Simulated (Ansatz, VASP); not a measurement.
**Two plane-wave programs on RuSe**

File POSCAR:

```
RuSe
1.0
    0.0000000000      2.7324236492      2.7324236492
    2.7324236492      0.0000000000      2.7324236492
    2.7324236492      2.7324236492      0.0000000000
Ru Se
1 1
Direct
    0.0000000000      0.0000000000      0.0000000000
    0.2500000000      0.2500000000      0.2500000000
```

Contents of INCAR.step1:

```
SYSTEM = RuSe
PREC = Accurate
ENCUT = 520
ISMEAR = 0
SIGMA = 0.05
LREAL = .False.
LASPH = .True.
NELM = 60
NBANDS = 17
GGA = PE
ALGO = Normal
EDIFF = 1E-4
LWAVE = .True.
LCHARG = .False.
```

INCAR.step2

```
SYSTEM = RuSe
PREC = Accurate
ENCUT = 520
EDIFF = 1E-6
ISMEAR = 0
SIGMA = 0.05
LREAL = .False.
LASPH = .True.
NELM = 60
ALGO = Normal
ISIF = 2
LWAVE = .False.
LCHARG = .False.
METAGGA = R2SCAN
LMIXTAU = .True.
NBANDS = 17
ISTART = 1
```

Contents of KPOINTS:

```
Automatic mesh
0
Gamma
  10 10 10
  0 0 0
```

Input for Ansatz:

```yaml
crystal:
  lattice:
    - [0.0, 2.7324236492, 2.7324236492]
    - [2.7324236492, 0.0, 2.7324236492]
    - [2.7324236492, 2.7324236492, 0.0]
  atoms:
    - { symbol: Ru, position: [0.0, 0.0, 0.0] }
    - { symbol: Se, position: [0.25, 0.25, 0.25] }
basis:
  ecutwfc: 500
  ecutrho_ratio: 4
kpoints:
  mp_grid: { grid: [10, 10, 10] }
hamiltonian:
  xc: r2scan
scf:
  occupations: { method: gaussian, width: 0.05 }
output:
  forces: true
  stress: true
  eigenvalues: true
```

Alike in both runs: task single point; functional r2SCAN; k mesh 10 × 10 × 10; occupations gaussian, width 0.05 eV; no spin polarisation.

|  | VASP | Ansatz |
| --- | --- | --- |
| version | VASP 6.6.1 | Ansatz 0.2.0 |
| potentials or method | VASP PAW PBE potentials, release 64 (Ru_pv, Se), cutoff 520 eV | scalar-relativistic, plane waves, PAW |
| valence electrons in the cell | 20 | 32 |

```csv
,VASP,Ansatz,Ansatz less VASP
gap on the k mesh at the Fermi level (eV),none,none,-
pressure (GPa),0.1,0.0,-0.07
```

VASP's potentials were made for PBE, not for r2SCAN. A gap of «none» marks a metal or a gap that the smearing closes. VASP's potentials hold 20 valence electrons a cell and Ansatz's 32, so a difference there can come from the potentials and not from the codes.
